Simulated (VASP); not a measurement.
# F (P4/mmm) in VASP: single point with LDA

Aim: the single point of F with LDA.

Program: VASP 6.6.1. These are calculated values, not measurements. Logs are shortened: lines on timing, memory, paths and dates and some standing lists are left out, and cuts for length are marked.

**1. The cell of the first run**

The structure is tetragonal, space group P4/mmm (No. 123). The conventional cell has a = 2.639 Å, b = 2.639 Å, c = 5.967 Å, α = 90.00°, β = 90.00°, γ = 90.00°. F (site symmetry 4/mmm) has 4 F at 2.64 Å within 3.5 Å.

**2. Single point, LDA**

The input, INCAR:

```
SYSTEM = F
  PREC = Accurate
  ENCUT = 520
  EDIFF = 1E-7
  ISMEAR = -1
  SIGMA = 0.1
  LREAL = .FALSE.
  LASPH = .TRUE.
  NELM = 60
  ALGO = Normal
  ISIF = 2
  LWAVE = .FALSE.
  LCHARG = .TRUE.
  GGA = CA
  LELF = .TRUE.
  LVHAR = .TRUE.
  NBANDS = 14
```

The input, KPOINTS:

```
regular mesh
0
G
  11 11 11
  0 0 0
```

The input, POSCAR:

```
F
1.0
   -1.8663990000      1.8663990000      5.9669310000
    1.8663990000     -1.8663990000      5.9669310000
    1.8663990000      1.8663990000     -5.9669310000
F
2
Direct
    0.5000000000      0.0000000000      0.5000000000
    0.0000000000      0.5000000000      0.5000000000
```

Potentials or basis: VASP PAW LDA potentials, release 64 (F).

The run is started by

```sh
> cat potpaw_LDA.64/F/POTCAR > POTCAR
> mpirun -np 1 vasp_std > vasp.out
```

OUTCAR:

```text
SYSTEM = F
   PREC = Accurate
   ENCUT = 520
   EDIFF = 1E-7
   ISMEAR = -1
   LREAL = .FALSE.
   LASPH = .TRUE.
   NELM = 60
   ISIF = 2
   GGA = CA

 ion  position               nearest neighbor table
   1  0.500  0.000  0.500-
   2  0.000  0.500  0.500-

  LATTYP: Found a body centered tetragonal cell.
 ALAT       =     3.7327980000
 C/A-ratio  =     3.1970286096

  Lattice vectors:

 A1 = (  -1.8663990000,   1.8663990000,   5.9669310000)
 A2 = (   1.8663990000,  -1.8663990000,   5.9669310000)
 A3 = (   1.8663990000,   1.8663990000,  -5.9669310000)

Analysis of symmetry for initial positions (statically):
=====================================================================
 Subroutine PRICEL returns following result:

  LATTYP: Found a simple tetragonal cell.
 ALAT       =     2.6394867786
 C/A-ratio  =     2.2606406095

  Lattice vectors:

 A1 = (  -1.8663990000,   1.8663990000,   0.0000000000)
 A2 = (   1.8663990000,   1.8663990000,   0.0000000000)
 A3 = (   0.0000000000,   0.0000000000,  -5.9669310000)

   2 primitive cells build up your supercell.

 Routine SETGRP: Setting up the symmetry group for a
 body centered tetragonal supercell.

 Subroutine GETGRP returns: Found 16 space group operations
 (whereof 16 operations were pure point group operations)
 out of a pool of 16 trial point group operations.

The static configuration has the point symmetry D_4h.

Analysis of symmetry for dynamics (positions and initial velocities):
=====================================================================
 Subroutine PRICEL returns following result:

  LATTYP: Found a simple tetragonal cell.
 ALAT       =     2.6394867786
 C/A-ratio  =     2.2606406095

  Lattice vectors:

 A1 = (  -1.8663990000,   1.8663990000,   0.0000000000)
 A2 = (   1.8663990000,   1.8663990000,   0.0000000000)
 A3 = (   0.0000000000,   0.0000000000,  -5.9669310000)

   2 primitive cells build up your supercell.

 Routine SETGRP: Setting up the symmetry group for a
 body centered tetragonal supercell.

 Subroutine GETGRP returns: Found 16 space group operations
 (whereof 16 operations were pure point group operations)
 out of a pool of 16 trial point group operations.

The dynamic configuration has the point symmetry D_4h.

 Subroutine INISYM returns: Found 16 space group operations
 (whereof 16 operations are pure point group operations),
 and found     2 'primitive' translations

----------------------------------------------------------------------------------------

                                     Primitive cell

  volume of cell :      41.5710

  direct lattice vectors                    reciprocal lattice vectors
    -1.866399000  1.866399000  0.000000000    -0.267895557  0.267895557  0.000000000
     1.866399000  1.866399000  0.000000000     0.267895557  0.267895557  0.000000000
     0.000000000  0.000000000 -5.966931000     0.000000000  0.000000000 -0.167590341

  length of vectors
     2.639486779  2.639486779  5.966931000     0.378861530  0.378861530  0.167590341

  position of ions in fractional coordinates (direct lattice)
     0.500000000  0.500000000  0.000000000

  ion indices of the primitive-cell ions
   primitive index   ion index
                 1           1

----------------------------------------------------------------------------------------

 KPOINTS: regular mesh

Automatic generation of k-mesh.
 Grid dimensions read from file:
 generate k-points for:   11   11   11

 Generating k-lattice:

  Cartesian coordinates                     Fractional coordinates (reciprocal lattice)
     0.000000000  0.024354142  0.007617743     0.090909091  0.000000000  0.000000000
     0.024354142  0.000000000  0.007617743     0.000000000  0.090909091  0.000000000
     0.024354142  0.024354142  0.000000000     0.000000000  0.000000000  0.090909091

  Length of vectors
     0.025517724  0.025517724  0.034441957

  Shift w.r.t. Gamma in fractional coordinates (k-lattice)
     0.000000000  0.000000000  0.000000000

 Subroutine IBZKPT returns following result:
 ===========================================

 Found    126 irreducible k-points:

 Following reciprocal coordinates:
            Coordinates               Weight
  0.000000  0.000000  0.000000      1.000000
  0.090909 -0.000000  0.000000      8.000000
  0.181818 -0.000000  0.000000      8.000000
  0.272727 -0.000000  0.000000      8.000000
  0.363636 -0.000000  0.000000      8.000000
  0.454545  0.000000  0.000000      8.000000
[... 16 lines left out ...]
 -0.272727  0.181818 -0.000000     16.000000
 -0.181818  0.181818  0.000000      4.000000
 [... further k-points ...]
   k-points           NKPTS =    126   k-points in BZ     NKDIM =    126   number of bands    NBANDS=     14
   number of dos      NEDOS =    301   number of ions     NIONS =      2
   total plane-waves  NPLWV = 125000
   dimension x,y,z NGX =    50 NGY =   50 NGZ =   50
   dimension x,y,z NGXF=   100 NGYF=  100 NGZF=  100
   ions per type =               2
   NGX,Y,Z   is equivalent  to a cutoff of  12.74, 12.74, 12.74 a.u.
   NGXF,Y,Z  is equivalent  to a cutoff of  25.48, 25.48, 25.48 a.u.
 SYSTEM =  F
   PREC   = accura    normal or accurate (medium, high low for compatibility)
   ISTART =      0    job   : 0-new  1-cont  2-samecut
   ICHARG =      2    charge: 1-file 2-atom 10-const
   ISPIN  =      1    spin polarized calculation?
   LNONCOLLINEAR =      F non collinear calculations
   LSORBIT =      F    spin-orbit coupling
   LASPH  =      T    aspherical Exc in radial PAW
   ENCUT  =  520.0 eV  38.22 Ry    6.18 a.u.  12.13 12.13 12.13*2*pi/ulx,y,z
   NELM   =     60;   NELMIN=  2; NELMDL= -5     # of ELM steps
   EDIFF  = 0.1E-06   stopping-criterion for ELM
   LREAL  =      F    real-space projection
   EDIFFG = 0.1E-05   stopping-criterion for IOM
   NSW    =      0    number of steps for IOM
   IBRION =     -1    ionic relax: 0-MD 1-quasi-New 2-CG
   NFREE  =      0    steps in history (QN), initial steepest desc. (CG)
   ISIF   =      2    stress and relaxation
   ISYM   =      2    0-nonsym 1-usesym 2-fastsym
   POTIM  = 0.5000    time-step for ionic-motion
   TEBEG  =    0.0;   TEEND  =   0.0 temperature during run
   PSTRESS=    0.0 pullay stress
   NELECT =      14.0000    total number of electrons
   NUPDOWN=      -1.0000    fix difference up-down
   EMIN   =  10.00;   EMAX   =-10.00  energy-range for DOS
   EFERMI =   0.00;   METHOD = LEGACY
   ISMEAR =    -1;   SIGMA  =   0.10  broadening in eV -4-tet -1-fermi 0-gaus
   EFERMI_NEDOS =   21; number of points for ismear=-14 and -15
   IALGO  =     38    algorithm
   IMIX   =      4    mixing-type and parameters
     AMIX     =   0.40;   BMIX     =  1.00
     AMIX_MAG =   1.60;   BMIX_MAG =  1.00
  volume/ion in A,a.u.               =      41.57       280.53
  Fermi-wavevector in a.u.,A,eV,Ry     =   0.904019  1.708348 11.119364  0.817250
  Thomas-Fermi vector in A             =   2.027415
   LORBIT       =      0    0 simple, 1 ext, 2 COOP (PROOUT), +10 PAW based schemes
   GGA     = CA    functional components
   LHFCALC =     F    Hartree Fock is set to
   AEXX    =    0.0000 exact exchange contribution
   IVDW    =     0    specifies the selected vdW correction
   LEPSILON=     F    determine dielectric tensor
   LRPA    =     F    only Hartree local field effects (RPA)
 non-spin polarized calculation
  energy-cutoff  :      520.00
  volume of cell :       83.14
 maximum number of plane-waves:      2256
 NGX is ok and might be reduce to    50
   NGX = 25   NGY = 25   NGZ = 25

 number of electron      14.0000003 magnetization

 Free energy of the ion-electron system (eV)
  ---------------------------------------------------
  ext. energy  EPLUGINS =         0.00000000
  ---------------------------------------------------
  free energy    TOTEN  =        -1.52881106 eV

  energy without entropy =       -1.28346725  energy(sigma->0) =       -1.40613915

 E-fermi :  -9.5779     XC(G=0):  -4.4349

 val. band max:       -9.5881321509   @ k =  -0.3636   0.3636   0.0909
 cond. band min:      -9.5714001345   @ k =   0.2727   0.2727   0.0909
 fundamental gap:      0.0167320164
 Fermi energy:        -9.5779451917

 k-point     1 :       0.0000    0.0000    0.0000
  band No.  band energies     occupation
      1     -28.7517      2.00000
      2     -28.1440      2.00000
      3     -10.7845      1.99999
      4     -10.7845      1.99999
      5     -10.2379      1.99728
      6      -9.5967      1.09337
      7      -9.4571      0.45987
      8      -9.4571      0.45987
      9       0.2379      0.00000
     10       4.1466      0.00000
     11       5.2152      0.00000
     12       7.8792      0.00000
     13      10.8031      0.00000
     14      10.8031      0.00000

 k-point     2 :       0.0909   -0.0000    0.0000
  band No.  band energies     occupation
      1     -28.7390      2.00000
      2     -28.1561      2.00000
      3     -10.7717      1.99999
      4     -10.7594      1.99999
      5     -10.2236      1.99687
      6      -9.6081      1.14966
      7      -9.5016      0.63579
      8      -9.4859      0.56981
      9       0.3490      0.00000
     10       4.1102      0.00000
     11       5.4342      0.00000
     12       7.7719      0.00000
     13       9.4736      0.00000
     14      10.8943      0.00000
[... 343 lines left out ...]
      1     -28.6107      2.00000
      2     -28.2753      2.00000
      3     -10.9455      2.00000
      4     -10.2543      1.99769
      5     -10.1804      1.99518
      6     -10.0763      1.98639
      7      -9.7224      1.61834
      8      -9.4253      0.35690
      9       1.5032      0.00000
     10       4.9268      0.00000
     11       6.5837      0.00000
     12       6.7142      0.00000
     13       7.0163      0.00000
     14       8.6727      0.00000

 k-point    24 :      -0.1818    0.1818    0.0000
  band No.  band energies     occupation
      1     -28.6601      2.00000
      2     -28.2296      2.00000
      3     -10.9152      2.00000
      4     -10.3724      1.99929
      5     -10.1326      1.99223
      6     -10.0134      1.97462
      7      -9.6782      1.46307
      8      -9.4109      0.31683
      9       1.0227      0.00000
     10       4.6684      0.00000
     11       6.0289      0.00000
     12       7.3485      0.00000
     13       7.9789      0.00000
     14       8.5201      0.00000

 [... further k-points ...]

------------------------ aborting loop because EDIFF is reached ----------------------------------------

  FORCE on cell =-STRESS in cart. coord.  units (eV):
  Direction    XX          YY          ZZ          XY          YZ          ZX
  --------------------------------------------------------------------------------------
  -------------------------------------------------------------------------------------
  Total       -3.0484448     -3.0484448     -0.0963941      0.0000000      0.0000000      0.0000000
  in kB      -58.7447308    -58.7447308     -1.8575517      0.0000000      0.0000000      0.0000000
  external PRESSURE =     -39.7823378 kB  Pullay stress =       0.0000000 kB

 VOLUME and BASIS-vectors are now :
 -----------------------------------------------------------------------------
  energy-cutoff  :      520.00
  volume of cell :       83.14
      direct lattice vectors                 reciprocal lattice vectors
    -1.866399000  1.866399000  5.966931000     0.000000000  0.267895557  0.083795170
     1.866399000 -1.866399000  5.966931000     0.267895557  0.000000000  0.083795170
     1.866399000  1.866399000 -5.966931000     0.267895557  0.267895557  0.000000000

 POSITION                                       TOTAL-FORCE (eV/Angst)
 -----------------------------------------------------------------------------------
      0.00000      1.86640      0.00000        -0.000000      0.000000      0.000000
      1.86640      0.00000      0.00000         0.000000     -0.000000     -0.000000
 -----------------------------------------------------------------------------------
    total drift:                                0.000000      0.000000     -0.000000

  FREE ENERGIE OF THE ION-ELECTRON SYSTEM (eV)
  ---------------------------------------------------
  free  energy   TOTEN  =        -1.5288110591 eV

  energy  without entropy=       -1.2834672507  energy(sigma->0) =       -1.40613915
```

Wall time 9.9 min (1 thread of AMD EPYC 7R13, shared host); peak memory 0.28 GiB.

Results:

```
Free energy            : -1.5288 eV
Pressure               : -4.0 GPa
Band gap on the k mesh : zero (bands 7 and 8 overlap by 0.52 eV)
```

Stress tensor (GPa, compression positive):
```
-5.87  0.00  0.00
 0.00 -5.87  0.00
 0.00  0.00 -0.19
```

Caveat: the stress differs along the axes, from -6 to -0 GPa; the atoms stand far beyond bonding distance, and open shells without spin polarisation read as a metal.
